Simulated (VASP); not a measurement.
# Rb3Ag (P-6m2) in VASP: a series of runs

The runs below take Rb3Ag through single point, with PBE.

Program: VASP 6.6.1. These are calculated values, not measurements. Logs are shortened: lines on timing, memory, paths and dates and some standing lists are left out, and cuts for length are marked.

**1. The cell of the first run**

The structure is hexagonal, space group P-6m2 (No. 187). The conventional cell has a = 5.015 Å, b = 5.015 Å, c = 12.913 Å, α = 90.00°, β = 90.00°, γ = 120.00°. Within 4.8 Å of Rb (site symmetry 3m) lie 3 Ag at 3.65 Å and 1 Rb at 4.44 Å. Within 4.8 Å of Ag (site symmetry -6m2) lie 6 Rb at 3.65 Å.

The cell was generated, and may not be a known phase.

**2. Single point, PBE**

INCAR reads:

```
SYSTEM = Rb3Ag
ALGO = Normal
EDIFF = 1E-7
ENCUT = 520
GGA = PE
ISIF = 2
ISMEAR = 0
LASPH = .True.
LCHARG = .False.
LREAL = .False.
LWAVE = .False.
NBANDS = 27
NELM = 60
PREC = Accurate
SIGMA = 0.1
```

KPOINTS reads:

```
k-points
0
Gamma
  6 6 2
  0 0 0
```

POSCAR reads:

```
Rb3Ag
1.0
    5.0149774000      0.0000000000      0.0000000000
   -2.5074887000      4.3430978000      0.0000000000
    0.0000000000      0.0000000000     12.9130901000
Rb Ag
3 1
Direct
    0.6666667000      0.3333333000      0.8279310000
    0.6666667000      0.3333333000      0.1720690000
    0.3333333000      0.6666667000      0.5000000000
    0.0000000000      0.0000000000      0.0000000000
```

Potentials or basis: VASP PAW PBE potentials, release 64 (Rb_sv, Ag).

Started as:

```sh
> cat potpaw_PBE.64/Rb_sv/POTCAR potpaw_PBE.64/Ag/POTCAR > POTCAR
> mpirun -np 1 vasp_std > vasp.out
```

OUTCAR:

```text
SYSTEM = Rb3Ag
   EDIFF = 1E-7
   ENCUT = 520
   GGA = PE
   ISIF = 2
   ISMEAR = 0
   LASPH = .True.
   LREAL = .False.
   NELM = 60
   PREC = Accurate

 ion  position               nearest neighbor table
   1  0.667  0.333  0.828-   4 3.65   4 3.65   4 3.65   2 4.44   3 5.13   3 5.13   3 5.13
   2  0.667  0.333  0.172-   4 3.65   4 3.65   4 3.65   1 4.44   3 5.13   3 5.13   3 5.13
   3  0.333  0.667  0.500-   1 5.13   2 5.13   1 5.13   2 5.13   1 5.13   2 5.13
   4  0.000  0.000  0.000-   1 3.65   2 3.65   1 3.65   2 3.65   1 3.65   2 3.65

  LATTYP: Found a hexagonal cell.
 ALAT       =     5.0149774000
 C/A-ratio  =     2.5749049437

  Lattice vectors:

 A1 = (   5.0149774000,   0.0000000000,   0.0000000000)
 A2 = (  -2.5074887000,   4.3430978000,   0.0000000000)
 A3 = (   0.0000000000,   0.0000000000,  12.9130901000)

Analysis of symmetry for initial positions (statically):
=====================================================================
 Subroutine PRICEL returns:
 Original cell was already a primitive cell.

 Routine SETGRP: Setting up the symmetry group for a
 hexagonal supercell.

 Subroutine GETGRP returns: Found 12 space group operations
 (whereof 12 operations were pure point group operations)
 out of a pool of 24 trial point group operations.

The static configuration has the point symmetry D_3h.

Analysis of symmetry for dynamics (positions and initial velocities):
=====================================================================
 Subroutine PRICEL returns:
 Original cell was already a primitive cell.

 Routine SETGRP: Setting up the symmetry group for a
 hexagonal supercell.

 Subroutine GETGRP returns: Found 12 space group operations
 (whereof 12 operations were pure point group operations)
 out of a pool of 24 trial point group operations.

The dynamic configuration has the point symmetry D_3h.

 Subroutine INISYM returns: Found 12 space group operations
 (whereof 12 operations are pure point group operations),
 and found     1 'primitive' translations

----------------------------------------------------------------------------------------

                                     Primitive cell

  volume of cell :     281.2540

  direct lattice vectors                    reciprocal lattice vectors
     5.014977400  0.000000000  0.000000000     0.199402693  0.115125199  0.000000000
    -2.507488700  4.343097800  0.000000000     0.000000000  0.230250399  0.000000000
     0.000000000  0.000000000 12.913090100     0.000000000  0.000000000  0.077440798

  length of vectors
     5.014977400  5.014977376 12.913090100     0.230250398  0.230250399  0.077440798

  position of ions in fractional coordinates (direct lattice)
     0.666666700  0.333333300  0.827931000
     0.666666700  0.333333300  0.172069000
     0.333333300  0.666666700  0.500000000
     0.000000000  0.000000000  0.000000000

  ion indices of the primitive-cell ions
   primitive index   ion index
                 1           1
                 2           2
                 3           3
                 4           4

----------------------------------------------------------------------------------------

 KPOINTS: k-points

Automatic generation of k-mesh.
 Grid dimensions read from file:
 generate k-points for:    6    6    2

 Generating k-lattice:

  Cartesian coordinates                     Fractional coordinates (reciprocal lattice)
     0.033233782  0.019187533  0.000000000     0.166666667  0.000000000  0.000000000
     0.000000000  0.038375066  0.000000000     0.000000000  0.166666667  0.000000000
     0.000000000  0.000000000  0.038720399     0.000000000  0.000000000  0.500000000

  Length of vectors
     0.038375066  0.038375066  0.038720399

  Shift w.r.t. Gamma in fractional coordinates (k-lattice)
     0.000000000  0.000000000  0.000000000

 Subroutine IBZKPT returns following result:
 ===========================================

 Found     14 irreducible k-points:

 Following reciprocal coordinates:
            Coordinates               Weight
  0.000000  0.000000  0.000000      1.000000
  0.166667  0.000000  0.000000      6.000000
  0.333333  0.000000  0.000000      6.000000
  0.500000  0.000000  0.000000      3.000000
  0.166667  0.166667  0.000000      6.000000
  0.333333  0.166667  0.000000     12.000000
  0.333333  0.333333  0.000000      2.000000
  0.000000  0.000000  0.500000      1.000000
  0.166667  0.000000  0.500000      6.000000
  0.333333  0.000000  0.500000      6.000000
  0.500000  0.000000  0.500000      3.000000
  0.166667  0.166667  0.500000      6.000000
  0.333333  0.166667  0.500000     12.000000
  0.333333  0.333333  0.500000      2.000000
   k-points           NKPTS =     14   k-points in BZ     NKDIM =     14   number of bands    NBANDS=     27
   number of dos      NEDOS =    301   number of ions     NIONS =      4
   total plane-waves  NPLWV = 153600
   dimension x,y,z NGX =    40 NGY =   40 NGZ =   96
   dimension x,y,z NGXF=    80 NGYF=   80 NGZF=  192
   ions per type =               3   1
   NGX,Y,Z   is equivalent  to a cutoff of  13.26, 13.26, 12.36 a.u.
   NGXF,Y,Z  is equivalent  to a cutoff of  26.52, 26.52, 24.72 a.u.
 SYSTEM =  Rb3Ag
   PREC   = accura    normal or accurate (medium, high low for compatibility)
   ISTART =      0    job   : 0-new  1-cont  2-samecut
   ICHARG =      2    charge: 1-file 2-atom 10-const
   ISPIN  =      1    spin polarized calculation?
   LNONCOLLINEAR =      F non collinear calculations
   LSORBIT =      F    spin-orbit coupling
   LASPH  =      T    aspherical Exc in radial PAW
   ENCUT  =  520.0 eV  38.22 Ry    6.18 a.u.   9.32  9.32 24.01*2*pi/ulx,y,z
   NELM   =     60;   NELMIN=  2; NELMDL= -5     # of ELM steps
   EDIFF  = 0.1E-06   stopping-criterion for ELM
   LREAL  =      F    real-space projection
   EDIFFG = 0.1E-05   stopping-criterion for IOM
   NSW    =      0    number of steps for IOM
   IBRION =     -1    ionic relax: 0-MD 1-quasi-New 2-CG
   NFREE  =      0    steps in history (QN), initial steepest desc. (CG)
   ISIF   =      2    stress and relaxation
   ISYM   =      2    0-nonsym 1-usesym 2-fastsym
   POTIM  = 0.5000    time-step for ionic-motion
   TEBEG  =    0.0;   TEEND  =   0.0 temperature during run
   PSTRESS=    0.0 pullay stress
   NELECT =      38.0000    total number of electrons
   NUPDOWN=      -1.0000    fix difference up-down
   EMIN   =  10.00;   EMAX   =-10.00  energy-range for DOS
   EFERMI =   0.00;   METHOD = LEGACY
   ISMEAR =     0;   SIGMA  =   0.10  broadening in eV -4-tet -1-fermi 0-gaus
   EFERMI_NEDOS =   21; number of points for ismear=-14 and -15
   IALGO  =     38    algorithm
   IMIX   =      4    mixing-type and parameters
     AMIX     =   0.40;   BMIX     =  1.00
     AMIX_MAG =   1.60;   BMIX_MAG =  1.00
  volume/ion in A,a.u.               =      70.31       474.50
  Fermi-wavevector in a.u.,A,eV,Ry     =   0.840046  1.587457  9.601324  0.705677
  Thomas-Fermi vector in A             =   1.954364
   LORBIT       =      0    0 simple, 1 ext, 2 COOP (PROOUT), +10 PAW based schemes
   GGA     = PE    functional components
   LHFCALC =     F    Hartree Fock is set to
   AEXX    =    0.0000 exact exchange contribution
   IVDW    =     0    specifies the selected vdW correction
   LEPSILON=     F    determine dielectric tensor
   LRPA    =     F    only Hartree local field effects (RPA)
 non-spin polarized calculation
 Gauss-broadening in eV      SIGMA  =   0.10
  energy-cutoff  :      520.00
  volume of cell :      281.25
 maximum number of plane-waves:      7609
 NGX is ok and might be reduce to    40
   NGX = 19   NGY = 19   NGZ = 49

 number of electron      37.9999993 magnetization

 Free energy of the ion-electron system (eV)
  ---------------------------------------------------
  ext. energy  EPLUGINS =         0.00000000
  ---------------------------------------------------
  free energy    TOTEN  =        -5.18928456 eV

  energy without entropy =       -5.16068442  energy(sigma->0) =       -5.17498449

 E-fermi :   0.4905     XC(G=0):  -5.9383

 val. band max:        0.4715428455   @ k =   0.3333   0.1667   0.0000
 cond. band min:       0.4912731405   @ k =   0.3333   0.1667   0.5000
 fundamental gap:      0.0197302950
 Fermi energy:         0.4905405624

 k-point     1 :       0.0000    0.0000    0.0000
  band No.  band energies     occupation
      1     -28.4499      2.00000
      2     -28.1268      2.00000
      3     -28.1231      2.00000
      4     -12.5540      2.00000
      5     -12.4958      2.00000
      6     -12.4958      2.00000
[... 19 lines left out ...]
     26       4.0569      0.00000
     27       4.0569      0.00000

 k-point     2 :       0.1667    0.0000    0.0000
  band No.  band energies     occupation
      1     -28.4492      2.00000
      2     -28.1261      2.00000
      3     -28.1224      2.00000
      4     -12.5510      2.00000
      5     -12.5155      2.00000
      6     -12.5004      2.00000
[... 19 lines left out ...]
     26       3.6627      0.00000
     27       3.8994      0.00000

 k-point     3 :       0.3333    0.0000    0.0000
  band No.  band energies     occupation
      1     -28.4478      2.00000
      2     -28.1246      2.00000
      3     -28.1210      2.00000
      4     -12.5541      2.00000
      5     -12.5449      2.00000
      6     -12.5097      2.00000
[... 19 lines left out ...]
     26       3.3855      0.00000
     27       3.5661      0.00000

 k-point     4 :       0.5000    0.0000    0.0000
  band No.  band energies     occupation
      1     -28.4471      2.00000
      2     -28.1239      2.00000
      3     -28.1203      2.00000
      4     -12.5731      2.00000
      5     -12.5419      2.00000
      6     -12.5143      2.00000
[... 19 lines left out ...]
     26       3.2604      0.00000
     27       3.5039      0.00000
[... 216 lines left out ...]
      4     -12.5467      2.00000
      5     -12.5407      2.00000
      6     -12.5111      2.00000
[... 19 lines left out ...]
     26       3.1751      0.00000
     27       3.6060      0.00000

 k-point    13 :       0.3333    0.1667    0.5000
  band No.  band energies     occupation
      1     -28.4471      2.00000
      2     -28.1239      2.00000
      3     -28.1203      2.00000
      4     -12.5632      2.00000
      5     -12.5419      2.00000
      6     -12.5243      2.00000
[... 19 lines left out ...]
     26       2.6466      0.00000
     27       3.1457      0.00000

 k-point    14 :       0.3333    0.3333    0.5000
  band No.  band energies     occupation
      1     -28.4468      2.00000
      2     -28.1235      2.00000
      3     -28.1200      2.00000
      4     -12.5502      2.00000
      5     -12.5493      2.00000
      6     -12.5403      2.00000
[... 19 lines left out ...]
     26       2.3954      0.00000
     27       2.7325      0.00000

------------------------ aborting loop because EDIFF is reached ----------------------------------------

  FORCE on cell =-STRESS in cart. coord.  units (eV):
  Direction    XX          YY          ZZ          XY          YZ          ZX
  --------------------------------------------------------------------------------------
  -------------------------------------------------------------------------------------
  Total        0.1048276      0.1048276     -0.2120191      0.0000000      0.0000000     -0.0000000
  in kB        0.5971558      0.5971558     -1.2077771      0.0000000      0.0000000     -0.0000000
  external PRESSURE =      -0.0044885 kB  Pullay stress =       0.0000000 kB

 VOLUME and BASIS-vectors are now :
 -----------------------------------------------------------------------------
  energy-cutoff  :      520.00
  volume of cell :      281.25
      direct lattice vectors                 reciprocal lattice vectors
     5.014977400  0.000000000  0.000000000     0.199402693  0.115125199  0.000000000
    -2.507488700  4.343097800  0.000000000     0.000000000  0.230250399  0.000000000
     0.000000000  0.000000000 12.913090100     0.000000000  0.000000000  0.077440798

 POSITION                                       TOTAL-FORCE (eV/Angst)
 -----------------------------------------------------------------------------------
      2.50749      1.44770     10.69115        -0.000000     -0.000000      0.006414
      2.50749      1.44770      2.22194         0.000000      0.000000     -0.006414
     -0.00000      2.89540      6.45655        -0.000000     -0.000000      0.000000
      0.00000      0.00000      0.00000         0.000000     -0.000000      0.000000
 -----------------------------------------------------------------------------------
    total drift:                               -0.000160      0.000092      0.000000

  FREE ENERGIE OF THE ION-ELECTRON SYSTEM (eV)
  ---------------------------------------------------
  free  energy   TOTEN  =        -5.1892845581 eV

  energy  without entropy=       -5.1606844220  energy(sigma->0) =       -5.17498449
```

It took 2.6 min on 1 thread of Oxide Virtual Turin-like, shared host; peak memory 0.38 GiB.

What came out:

```
Free energy            : -5.1893 eV
Pressure               : 0.0 GPa
Largest force          : 0.006 eV/Å
Band gap on the k mesh : zero (bands 19 and 20 overlap by 1.70 eV)
```

Forces in eV/Å, atoms in the order of the input:
```
Rb   0.000  0.000  0.006
Rb   0.000  0.000 -0.006
Rb   0.000  0.000  0.000
Ag   0.000  0.000  0.000
```

Levels at points of the mesh, in eV from the Fermi level:
```
           k point  band 16  band 17  band 18  band 19  band 20  band 21  band 22  band 23
(0.00, 0.00, 0.00)    -4.13    -4.13    -2.90    -1.41    -0.97     1.24     1.35     3.07
(0.50, 0.00, 0.00)    -4.10    -4.06    -1.59    -0.06     0.40     0.71     0.92     1.29
(0.00, 0.00, 0.50)    -4.13    -4.13    -2.87    -1.71    -0.15     0.05     2.55     2.62
(0.50, 0.00, 0.50)    -4.10    -4.06    -1.59     0.03     0.29     0.49     1.13     1.58
```

(Part 1 of 2 ends here.)
